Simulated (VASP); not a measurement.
The system is BiTe.

```
Bi Te
1.0
     2.38996    1.37985    3.27246
    -2.38996    1.37985    3.27246
     0.00000   -2.75969    3.27246
Bi Te
1 1
Direct
  0.50000 0.50000 0.50000
  0.00000 0.00000 0.00000
```

Base run:

```yaml
Program: VASP 6.6.1
Functional: r2SCAN
Potentials_or_basis: VASP PAW PBE potentials, release 64 (Bi_d, Te)
Cutoff: 520 eV
k_mesh: 7 × 7 × 7
Occupations: fermi-dirac, width 0.05 eV
Spin: no spin polarisation
```

Its results: pressure 1.6 GPa.

Question: The run is repeated on the same cell with these changes: functional from r2SCAN to PBE. What comes out?

Answer: Pressure 2.2 GPa.

Caveats: the PAW data sets were made with another functional, which shifts forces and pressure a little (some runs).
